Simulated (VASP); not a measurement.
# Bi (Im-3m) in VASP: notebook

Bi is run at these levels: PBE; tasks: single point, relaxation of cell and atoms.

All numbers are computed with VASP 6.6.1; they aren't measurements. Logs are shortened: lines on timing, memory, paths and dates and some standing lists are left out, and cuts for length are marked.

**1. The cell of the first run**

Symmetry: Im-3m, No. 229, cubic system. Conventional cell: a = 3.981 Å, b = 3.981 Å, c = 3.981 Å, α = 90.00°, β = 90.00°, γ = 90.00°. Bi (site symmetry m-3m) has 14 Bi at 3.45 to 3.98 Å within 4.5 Å.

**2. Single point, PBE**

INCAR reads:

```
SYSTEM = Bi
PREC = Accurate
ENCUT = 520
EDIFF = 1E-6
ISMEAR = -1
SIGMA = 0.05
LREAL = .False.
LASPH = .True.
NELM = 80
ALGO = Normal
ISIF = 2
LWAVE = .False.
LCHARG = .True.
GGA = PE
LELF = .True.
LVHAR = .True.
NBANDS = 14
```

KPOINTS reads:

```
Automatic mesh
0
Gamma
  15 15 15
  0 0 0
```

POSCAR reads:

```
Bi
1.0
   -1.9907489213      1.9907489213      1.9907489213
    1.9907489213     -1.9907489213      1.9907489213
    1.9907489213      1.9907489213     -1.9907489213
Bi
1
Direct
    0.0000000000      0.0000000000      0.0000000000
```

Potentials or basis: VASP PAW PBE potentials, release 64 (Bi_d).

The run is started by

```
$ cat potpaw_PBE.64/Bi_d/POTCAR > POTCAR
$ mpirun -np 1 vasp_std > vasp.out
```

OUTCAR:

```text
SYSTEM = Bi
   PREC = Accurate
   ENCUT = 520
   EDIFF = 1E-6
   ISMEAR = -1
   LREAL = .False.
   LASPH = .True.
   NELM = 80
   ISIF = 2
   GGA = PE

 ion  position               nearest neighbor table
   1  0.000  0.000  0.000-

  LATTYP: Found a body centered cubic cell.
 ALAT       =     3.9814978426

  Lattice vectors:

 A1 = (  -1.9907489213,   1.9907489213,   1.9907489213)
 A2 = (   1.9907489213,  -1.9907489213,   1.9907489213)
 A3 = (   1.9907489213,   1.9907489213,  -1.9907489213)

Analysis of symmetry for initial positions (statically):
=====================================================================
 Subroutine PRICEL returns:
 Original cell was already a primitive cell.

 Routine SETGRP: Setting up the symmetry group for a
 body centered cubic supercell.

 Subroutine GETGRP returns: Found 48 space group operations
 (whereof 48 operations were pure point group operations)
 out of a pool of 48 trial point group operations.

The static configuration has the point symmetry O_h .

Analysis of symmetry for dynamics (positions and initial velocities):
=====================================================================
 Subroutine PRICEL returns:
 Original cell was already a primitive cell.

 Routine SETGRP: Setting up the symmetry group for a
 body centered cubic supercell.

 Subroutine GETGRP returns: Found 48 space group operations
 (whereof 48 operations were pure point group operations)
 out of a pool of 48 trial point group operations.

The dynamic configuration has the point symmetry O_h .

 Subroutine INISYM returns: Found 48 space group operations
 (whereof 48 operations are pure point group operations),
 and found     1 'primitive' translations

----------------------------------------------------------------------------------------

                                     Primitive cell

  volume of cell :      31.5580

  direct lattice vectors                    reciprocal lattice vectors
    -1.990748921  1.990748921  1.990748921     0.000000000  0.251161759  0.251161759
     1.990748921 -1.990748921  1.990748921     0.251161759  0.000000000  0.251161759
     1.990748921  1.990748921 -1.990748921     0.251161759  0.251161759  0.000000000

  length of vectors
     3.448078277  3.448078277  3.448078277     0.355196365  0.355196365  0.355196365

  position of ions in fractional coordinates (direct lattice)
[... 78 lines left out ...]
   LREAL  =      F    real-space projection
   EDIFFG = 0.1E-04   stopping-criterion for IOM
   NSW    =      0    number of steps for IOM
   IBRION =     -1    ionic relax: 0-MD 1-quasi-New 2-CG
   NFREE  =      0    steps in history (QN), initial steepest desc. (CG)
   ISIF   =      2    stress and relaxation
   ISYM   =      2    0-nonsym 1-usesym 2-fastsym
   POTIM  = 0.5000    time-step for ionic-motion
   TEBEG  =    0.0;   TEEND  =   0.0 temperature during run
   PSTRESS=    0.0 pullay stress
   NELECT =      15.0000    total number of electrons
   NUPDOWN=      -1.0000    fix difference up-down
   EMIN   =  10.00;   EMAX   =-10.00  energy-range for DOS
   EFERMI =   0.00;   METHOD = LEGACY
   ISMEAR =    -1;   SIGMA  =   0.05  broadening in eV -4-tet -1-fermi 0-gaus
   EFERMI_NEDOS =   21; number of points for ismear=-14 and -15
   IALGO  =     38    algorithm
   IMIX   =      4    mixing-type and parameters
     AMIX     =   0.40;   BMIX     =  1.00
     AMIX_MAG =   1.60;   BMIX_MAG =  1.00
  volume/ion in A,a.u.               =      31.56       212.96
  Fermi-wavevector in a.u.,A,eV,Ry     =   1.277621  2.414354 22.209005  1.632316
  Thomas-Fermi vector in A             =   2.410210
   LORBIT       =      0    0 simple, 1 ext, 2 COOP (PROOUT), +10 PAW based schemes
   GGA     = PE    functional components
   LHFCALC =     F    Hartree Fock is set to
   AEXX    =    0.0000 exact exchange contribution
   IVDW    =     0    specifies the selected vdW correction
   LEPSILON=     F    determine dielectric tensor
   LRPA    =     F    only Hartree local field effects (RPA)
 non-spin polarized calculation
  energy-cutoff  :      520.00
  volume of cell :       31.56
 maximum number of plane-waves:       887
 NGX is ok and might be reduce to    28
   NGX = 13   NGY = 13   NGZ = 13

 number of electron      14.9999998 magnetization

 Free energy of the ion-electron system (eV)
  ---------------------------------------------------
  ext. energy  EPLUGINS =         0.00000000
  ---------------------------------------------------
  free energy    TOTEN  =        -3.75640108 eV

  energy without entropy =       -3.75031165  energy(sigma->0) =       -3.75335637

 E-fermi :   7.7861     XC(G=0): -10.2270

 val. band max:        7.7858350653   @ k =  -0.4667   0.4667   0.2000
 cond. band min:       7.8333814784   @ k =  -0.2000   0.2000   0.2000
 fundamental gap:      0.0475464132
 Fermi energy:         7.7860957012

 k-point     1 :       0.0000    0.0000    0.0000
  band No.  band energies     occupation
      1     -15.2884      2.00000
      2     -15.2884      2.00000
      3     -15.2884      2.00000
      4     -15.1655      2.00000
      5     -15.1655      2.00000
      6      -5.6820      2.00000
      7      12.7615      0.00000
      8      12.7615      0.00000
      9      12.7615      0.00000
     10      16.6919      0.00000
     11      18.2156      0.00000
     12      18.2156      0.00000
     13      18.2156      0.00000
     14      19.3354      0.00000
[... 377 lines left out ...]
      1     -15.3015      2.00000
      2     -15.2378      2.00000
      3     -15.1848      2.00000
      4     -15.1709      2.00000
      5     -15.1146      2.00000
      6      -2.4391      2.00000
      7       3.4014      2.00000
      8       6.5427      2.00000
      9      10.2259      0.00000
     10      15.4272      0.00000
     11      18.3786      0.00000
     12      19.4820      0.00000
     13      19.6746      0.00000
     14      25.3126      0.00000

 [... further k-points ...]
[... 5 lines left out ...]
  --------------------------------------------------------------------------------------
  -------------------------------------------------------------------------------------
  Total       -0.0094904     -0.0094904     -0.0094904      0.0000000      0.0000000     -0.0000000
  in kB       -0.4818199     -0.4818199     -0.4818199      0.0000000      0.0000000     -0.0000000
  external PRESSURE =      -0.4818199 kB  Pullay stress =       0.0000000 kB

 VOLUME and BASIS-vectors are now :
 -----------------------------------------------------------------------------
  energy-cutoff  :      520.00
  volume of cell :       31.56
      direct lattice vectors                 reciprocal lattice vectors
    -1.990748921  1.990748921  1.990748921     0.000000000  0.251161759  0.251161759
     1.990748921 -1.990748921  1.990748921     0.251161759  0.000000000  0.251161759
     1.990748921  1.990748921 -1.990748921     0.251161759  0.251161759  0.000000000

 POSITION                                       TOTAL-FORCE (eV/Angst)
 -----------------------------------------------------------------------------------
      0.00000      0.00000      0.00000         0.000000      0.000000     -0.000000
 -----------------------------------------------------------------------------------
    total drift:                                0.000000      0.000000      0.000000

  FREE ENERGIE OF THE ION-ELECTRON SYSTEM (eV)
  ---------------------------------------------------
  free  energy   TOTEN  =        -3.7564010849 eV

  energy  without entropy=       -3.7503116537  energy(sigma->0) =       -3.75335637
```

Run time: 25 s. Hardware: 1 thread of AMD EPYC 9R45 (Zen 5), shared host; peak memory 0.16 GiB.

What came out:

```yaml
Free_energy: -3.7564 eV
Pressure: 0.0 GPa
```

Levels at points of the mesh, in eV from the Fermi level:
| k point | band 5 | band 6 | band 7 | band 8 | band 9 | band 10 |
| --- | --- | --- | --- | --- | --- | --- |
| (0.00, 0.00, 0.00) | -22.95 | -13.47 | 4.98 | 4.98 | 4.98 | 8.91 |

Caveat: spin-orbit coupling is left out, which moves the levels of the heavy elements.

**3. Single point, PBE**

This run uses another cell than the first one, of 32.42 Å³/atom, 1.027 times its volume.

INCAR reads:

```
SYSTEM = Bi
PREC = Accurate
ENCUT = 520
EDIFF = 1E-6
ISMEAR = -1
SIGMA = 0.05
LREAL = .FALSE.
LASPH = .TRUE.
NELM = 60
ALGO = Normal
ISIF = 2
LWAVE = .FALSE.
LCHARG = .FALSE.
GGA = PE
NBANDS = 14
```

KPOINTS reads:

```
Automatic mesh
0
G
  15 15 15
  0 0 0
```

POSCAR reads:

```
Bi
1.0
   -2.0086411754      2.0086411754      2.0086411754
    2.0086411754     -2.0086411754      2.0086411754
    2.0086411754      2.0086411754     -2.0086411754
Bi
1
Direct
    0.0000000000      0.0000000000      0.0000000000
```

Potentials or basis: VASP PAW PBE potentials, release 64 (Bi_d).

The run is started by

```
$ cat potpaw_PBE.64/Bi_d/POTCAR > POTCAR
$ mpirun -np 1 vasp_std > vasp.out
```

It took 28 s on 1 thread of AMD EPYC 9R45 (Zen 5), shared host; peak memory 0.16 GiB.

Results (log left out):

```yaml
Free_energy: -3.7530 eV
Pressure: -1.3 GPa
```

Levels at points of the mesh, in eV from the Fermi level:
```tsv
k point	band 5	band 6	band 7	band 8	band 9	band 10
(0.00, 0.00, 0.00)	-22.94	-13.29	4.79	4.79	4.79	8.58
```

Caveat: spin-orbit coupling is left out, which moves the levels of the heavy elements.

**4. Relaxation of cell and atoms, PBE**

INCAR reads:

```
PREC = Accurate
ENCUT = 600
EDIFF = 1E-6
ISMEAR = -1
SIGMA = 0.05
LREAL = False
LASPH = True
NELM = 80
ALGO = Normal
ISIF = 3
LWAVE = False
LCHARG = False
GGA = PE
IBRION = 2
NSW = 45
EDIFFG = -0.005
```

KPOINTS reads:

```
regular mesh
0
Gamma
  15 15 15
```

POSCAR reads:

```
Bi
1.0
   -1.9907489213      1.9907489213      1.9907489213
    1.9907489213     -1.9907489213      1.9907489213
    1.9907489213      1.9907489213     -1.9907489213
Bi
1
Direct
    0.0000000000      0.0000000000      0.0000000000
```

Potentials or basis: VASP PAW PBE potentials, release 64 (Bi_d).

The run is started by

```
$ cat potpaw_PBE.64/Bi_d/POTCAR > POTCAR
$ mpirun -np 1 vasp_std > vasp.out
```

OUTCAR:

```text
PREC = Accurate
   ENCUT = 600
   EDIFF = 1E-6
   ISMEAR = -1
   LREAL = False
   LASPH = True
   NELM = 80
   ISIF = 3
   GGA = PE
   IBRION = 2
   NSW = 45
   EDIFFG = -0.005

 ion  position               nearest neighbor table
   1  0.000  0.000  0.000-

  LATTYP: Found a body centered cubic cell.
 ALAT       =     3.9814978426

  Lattice vectors:

 A1 = (  -1.9907489213,   1.9907489213,   1.9907489213)
 A2 = (   1.9907489213,  -1.9907489213,   1.9907489213)
[... 507 lines left out ...]
      3     -15.1851      2.00000
      4     -15.1711      2.00000
      5     -15.1148      2.00000
      6      -2.4396      2.00000
      7       3.4013      2.00000
      8       6.5426      2.00000
      9      10.2257      0.00000
     10      15.4271      0.00000
     11      18.3784      0.00000

 [... further k-points ...]
[... 5 lines left out ...]
  --------------------------------------------------------------------------------------
  -------------------------------------------------------------------------------------
  Total        0.0030078      0.0030078      0.0030078      0.0000000      0.0000000      0.0000000
  in kB        0.1527032      0.1527032      0.1527032      0.0000000      0.0000000      0.0000000
  external PRESSURE =       0.1527032 kB  Pullay stress =       0.0000000 kB

 VOLUME and BASIS-vectors are now :
 -----------------------------------------------------------------------------
  energy-cutoff  :      600.00
  volume of cell :       31.56
      direct lattice vectors                 reciprocal lattice vectors
    -1.990748921  1.990748921  1.990748921     0.000000000  0.251161759  0.251161759
     1.990748921 -1.990748921  1.990748921     0.251161759  0.000000000  0.251161759
     1.990748921  1.990748921 -1.990748921     0.251161759  0.251161759  0.000000000

 POSITION                                       TOTAL-FORCE (eV/Angst)
 -----------------------------------------------------------------------------------
      0.00000      0.00000      0.00000         0.000000     -0.000000      0.000000
 -----------------------------------------------------------------------------------
    total drift:                                0.000000      0.000000      0.000000

  FREE ENERGIE OF THE ION-ELECTRON SYSTEM (eV)
  ---------------------------------------------------
  free  energy   TOTEN  =        -3.7564299575 eV

  energy  without entropy=       -3.7503400202  energy(sigma->0) =       -3.75338499

 reached required accuracy - stopping structural energy minimisation
```

CONTCAR:

```text
Bi
   1.00000000000000
    -1.9907489213000000    1.9907489213000000    1.9907489213000000
     1.9907489213000000   -1.9907489213000000    1.9907489213000000
     1.9907489213000000    1.9907489213000000   -1.9907489213000000
  Bi
     1
Direct
     0.0000000000000000    0.0000000000000000    0.0000000000000000

  0.00000000E+00  0.00000000E+00  0.00000000E+00
```

Wall time 20 s (1 thread of AMD EPYC 9R45 (Zen 5), shared host); peak memory 0.16 GiB.

Results:

```yaml
Free_energy: -3.7564 eV
Pressure_after_relaxing: 0.0 GPa
```

Final structure:
```
CELL_PARAMETERS angstrom
-1.99075 1.99075 1.99075
1.99075 -1.99075 1.99075
1.99075 1.99075 -1.99075
ATOMIC_POSITIONS crystal
Bi 0.00000 0.00000 0.00000
```

Caveat: the relaxation stopped at its first step, so nothing moved; spin-orbit coupling is left out, which moves the levels of the heavy elements.

**5. The runs side by side**

| task | cell | cutoff (eV) | gap on the mesh (eV) | pressure (GPa) |
| --- | --- | --- | --- | --- |
| single point | a = 3.448 Å, angles 109.5°, 1 atom | 520 | none | 0.0 |
| single point | a = 3.479 Å, angles 109.5°, 1 atom | 520 | none | -1.3 |
| relaxation of cell and atoms | relaxed from a = 3.448 Å, angles 109.5°, 1 atom | 600 | none | 0.0 |

Alike in all rows: level PBE; potentials or basis VASP PAW PBE potentials, release 64 (Bi_d); no spin polarisation; k mesh 15 × 15 × 15; smearing fermi-dirac 0.05 eV.

Caveats: spin-orbit coupling is left out, which moves the levels of the heavy elements; the relaxation stopped at its first step, so nothing moved (some runs).

Absolute energies hang on the potentials; compare differences alone.
